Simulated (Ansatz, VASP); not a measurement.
# PPt in VASP and in Ansatz

```
Pt P
1.0
     3.58556    0.00000    0.00000
    -1.79278    3.10519    0.00000
     0.00000    0.00000    6.61722
Pt P
2 2
Direct
  0.66667 0.33333 0.98950
  0.33333 0.66667 0.48950
  0.66667 0.33333 0.63570
  0.33333 0.66667 0.13570
```

Alike in both runs: task single point; functional PBEsol; k mesh 10 × 10 × 6; occupations gaussian, width 0.05 eV; no spin polarisation.

|  | VASP | Ansatz |
| --- | --- | --- |
| version | VASP 6.6.1 | Ansatz 0.2.0 |
| potentials or method | VASP PAW PBE potentials, release 64 (Pt, P), cutoff 520 eV | scalar-relativistic, plane waves, PAW |
| valence electrons in the cell | 30 | 46 |

|  | VASP | Ansatz | Ansatz less VASP |
| --- | --- | --- | --- |
| gap on the k mesh at the Fermi level (eV) | none | none | - |
| pressure (GPa) | 0.0 | 0.0 | -0.02 |
| rms of the force components (eV/Å) | 0.005 | 0.000 | -0.0052 |

VASP's potentials were made for PBE, not for PBEsol. Atom by atom the forces differ by 0.005 eV/Å (rms over components). A gap of «none» marks a metal or a gap that the smearing closes. VASP's potentials hold 30 valence electrons a cell and Ansatz's 46, so a difference there can come from the potentials and not from the codes.

Neither program's run includes spin-orbit coupling.
